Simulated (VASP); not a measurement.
The system is BP.

```
CELL_PARAMETERS angstrom
0.00000 2.26900 2.26900
2.26900 0.00000 2.26900
2.26900 2.26900 0.00000
ATOMIC_POSITIONS crystal
P 0.75000 0.75000 0.75000
B 0.00000 0.00000 0.00000
```

* Program: VASP 6.6.1
* Task: relaxation of cell and atoms
* Functional: RPBE
* Potentials or basis: VASP PAW PBE potentials, release 64 (P, B)
* Cutoff: 600 eV
* k mesh: 10 × 10 × 10
* Occupations: fermi-dirac, width 0.05 eV
* Spin: no spin polarisation

At the start: pressure 3.5 GPa; volume 11.68 Å³/atom.

**Question.** Where does the relaxation end?

**Answer.** Over 3 steps the energy falls by 2.7 meV/atom and the volume is 11.94 Å³/atom (+2.2 %); space group F-43m (No. 216, to 0.05 Å).

The path:
```
step  energy change (eV)  largest force (eV/Å)  pressure (GPa)  volume (Å³)
   1              0.0000                0.0000            3.50        23.36
   2             -0.0028                0.0000           -2.29        24.24
   3             -0.0055                0.0000            0.01        23.87
```

Final structure:
```yaml
crystal:
  lattice:
    - [0.00000, 2.28535, 2.28535]
    - [2.28535, 0.00000, 2.28535]
    - [2.28535, 2.28535, 0.00000]
  atoms:
    - { symbol: P, position: [0.75000, 0.75000, 0.75000] }
    - { symbol: B, position: [0.00000, 0.00000, 0.00000] }
```

Caveat: the PAW data sets were made with another functional, which shifts forces and pressure a little.
